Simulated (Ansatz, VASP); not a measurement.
**FeO: VASP beside Ansatz**

```
Fe O
1.0
     0.00000    2.15540    2.15540
     2.15540    0.00000    2.15540
     2.15540    2.15540    0.00000
Fe O
1 1
Direct
  0.00000 0.00000 0.00000
  0.50000 0.50000 0.50000
```

Alike in both runs: task single point; functional PBE; k mesh 11 × 11 × 11; occupations gaussian, width 0.022 eV; collinear spin.

|  | VASP | Ansatz |
| --- | --- | --- |
| version | VASP 6.6.1 | Ansatz 0.2.0 |
| potentials or method | VASP PAW PBE potentials, release 64 (Fe, O), cutoff 520 eV | all-electron LAPW, scalar-relativistic |

VASP gave:

* gap on the k mesh at the Fermi level (eV): none
* pressure (GPa): -0.2
* net moment per atom (μB): 2.00
* size of the moment on the site where the two differ most (μB): 0.30

Task: Estimate Ansatz's values.

Result: gap on the k mesh at the Fermi level (eV): none; pressure (GPa): -0.4; net moment per atom (μB): 2.00; size of the moment on the site where the two differ most (μB): 0.32.

Site moments also hang on the region over which each program counts them. A gap of «none» marks a metal or a gap that the smearing closes. Ansatz ran all-electron here, and VASP with PAW potentials.
